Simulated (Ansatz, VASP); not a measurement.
# AlN in VASP and in Ansatz

File INCAR:

```
PREC = Accurate ; ENCUT = 600
EDIFF = 1E-7 ; ISMEAR = -1
SIGMA = 0.05 ; LREAL = False
LASPH = True ; NELM = 80
ALGO = Normal ; ISIF = 3
LWAVE = False ; LCHARG = False
GGA = PS ; IVDW = 12
IBRION = 2 ; NSW = 60
EDIFFG = -0.01
```

KPOINTS

```
Automatic mesh
0
Gamma
  10 10 10
```

Contents of POSCAR:

```
AlN
1.0
    0.0000000000      2.1839935596      2.1839935596
    2.1839935596      0.0000000000      2.1839935596
    2.1839935596      2.1839935596      0.0000000000
Al N
1 1
Direct
    0.0000000000      0.0000000000      0.0000000000
    0.2500000000      0.2500000000      0.2500000000
```

input.yaml

```yaml
crystal:
  lattice:
    - [0.0, 2.1839935596, 2.1839935596]
    - [2.1839935596, 0.0, 2.1839935596]
    - [2.1839935596, 2.1839935596, 0.0]
  atoms:
    - { symbol: Al, position: [0.0, 0.0, 0.0] }
    - { symbol: "N", position: [0.25, 0.25, 0.25] }
hamiltonian:
  xc: pbesol
  pseudopotentials: { kind: paw }
  dispersion: d3bj
kpoints:
  mp_grid: { grid: [10, 10, 10] }
scf:
  occupations: { method: fermi_dirac, width: 0.05 }
output:
  forces: true
  stress: true
  write_density: true
  write_potential: true
  elf: true
  volumetric_format: npy
relax:
  f_tol: 0.01
  max_steps: 40
  cell: { stress_tol: 0.05 }
```

Alike in both runs: task relaxation of cell and atoms; functional PBEsol; dispersion D3(BJ); k mesh 10 × 10 × 10; occupations fermi-dirac, width 0.05 eV; no spin polarisation.

|  | VASP | Ansatz |
| --- | --- | --- |
| version | VASP 6.6.1 | Ansatz 0.2.0 |
| potentials or method | VASP PAW PBE potentials, release 64 (Al, N) | Ansatz PAW |
| plane-wave cutoff (eV) | 600 | 420 |
| valence electrons in the cell | 8 | 8 |

|  | VASP | Ansatz | Ansatz less VASP |
| --- | --- | --- | --- |
| gap on the k mesh at the Fermi level, each at its own relaxed structure (eV) | 3.19 | 3.20 | +0.008 |
| relaxed volume (Å³/atom) | 10.30 | 10.31 | +0.009 |
| relaxed cell length with the largest relative difference (Å) | 3.077 | 3.078 | +0.0009 |

VASP's potentials were made for PBE, not for PBEsol.

Noted on Ansatz's run: the plane-wave basis is chosen anew once the cell has moved, so the energies of steps on either side of that aren't comparable.
